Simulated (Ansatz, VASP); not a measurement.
# TaN: VASP beside Ansatz

File INCAR:

```
SYSTEM = TaN
PREC = Accurate
ENCUT = 520
EDIFF = 1E-7
ISMEAR = 0
SIGMA = 0.15
LREAL = .FALSE.
LASPH = .TRUE.
NELM = 100
ALGO = Normal
ISIF = 2
LWAVE = .FALSE.
LCHARG = .FALSE.
GGA = PE
NBANDS = 15
```

KPOINTS

```
regular mesh
0
G
  18 18 18
  0 0 0
```

Contents of POSCAR:

```
TaN
1.0
    0.0000000000      2.2596716781      2.1049934145
    2.2596716781      0.0000000000      2.1049934145
    2.2596716781      2.2596716781      0.0000000000
Ta N
1 1
Direct
    0.4984171920      0.5015828080      0.5015828080
    0.0204473300     -0.0204473300     -0.0204473300
```

Input for Ansatz:

```yaml
crystal:
  lattice:
    - [0.0, 2.2596716781, 2.1049934145]
    - [2.2596716781, 0.0, 2.1049934145]
    - [2.2596716781, 2.2596716781, 0.0]
  atoms:
    - { symbol: Ta, position: [0.498417192, 0.501582808, 0.501582808] }
    - { symbol: "N", position: [0.02044733, -0.02044733, -0.02044733] }
basis:
  ecutwfc: 520.0
kpoints:
  mp_grid: { grid: [18, 18, 18] }
hamiltonian:
  xc: pbe
  pseudopotentials: { kind: paw, azcp: { folder: soft_1 } }
scf:
  occupations: { method: gaussian, width: 0.15 }
output:
  forces: true
  stress: true
  eigenvalues: true
```

Change from the starting cell: mode 4 frozen in at -0.090 Å, strain +e along z and -e/2 along x and y -0.0467.

Alike in both runs: task single point; functional PBE; k mesh 18 × 18 × 18; occupations gaussian, width 0.15 eV; no spin polarisation.

|  | VASP | Ansatz |
| --- | --- | --- |
| version | VASP 6.6.1 | Ansatz 0.2.0 |
| potentials or method | VASP PAW PBE potentials, release 64 (Ta_pv, N), cutoff 520 eV | scalar-relativistic, plane waves, PAW |
| valence electrons in the cell | 16 | 18 |

```tsv
	VASP	Ansatz	Ansatz less VASP
gap on the k mesh at the Fermi level (eV)	none	none	-
pressure (GPa)	7.0	6.0	-1.05
traceless stress, the component that is largest in VASP (GPa)	28.38	28.10	-0.283
rms of the force components (eV/Å)	0.250	0.251	+0.0017
```

Atom by atom the forces differ by 0.002 eV/Å (rms over components). A gap of «none» marks a metal or a gap that the smearing closes. VASP's potentials hold 16 valence electrons a cell and Ansatz's 18, so a difference there can come from the potentials and not from the codes.

Neither program's run includes spin-orbit coupling.
